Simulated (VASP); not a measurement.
Runs of VASP 6.6.1 on ZnO. The structure is that of space group Fm-3m (No. 225), or close to it. The cells are those of the table. 

```csv
level,cell,cutoff (eV),smearing,gap on the mesh (eV),pressure (GPa)
r2SCAN,"a = 3.018 Å, angles 60.0°, 2 atoms",1480,gaussian 0.01 eV,1.55,(b)
PBE,"a = 3.018 Å, angles 60.0°, 2 atoms",1340,fermi-dirac 0.02 eV,(a),8.9
PBE,"a = 3.015 Å, angles 60.4°, 2 atoms",1340,fermi-dirac 0.02 eV,0.89,7.7
PBE,"a = 3.018, b = 2.988, c = 2.988 Å, angles 60.7, 59.7, 59.7°, 2 atoms",1340,fermi-dirac 0.02 eV,0.96,13.5
```

Alike in all rows: task single point; potentials or basis VASP PAW PBE potentials, release 64 (Zn, O_h); no spin polarisation; k mesh 10 × 10 × 10.

**Question.** Estimate the missing entries.

**Answer.** (a) 0.92; (b) 1.2.

Caveats: the structure was generated, so it needn't be the stable form of ZnO; the cell stands under pressure (at least some runs); the PAW data sets were made with another functional, which shifts forces and pressure a little (at least some runs).

A k mesh can miss the band edges.
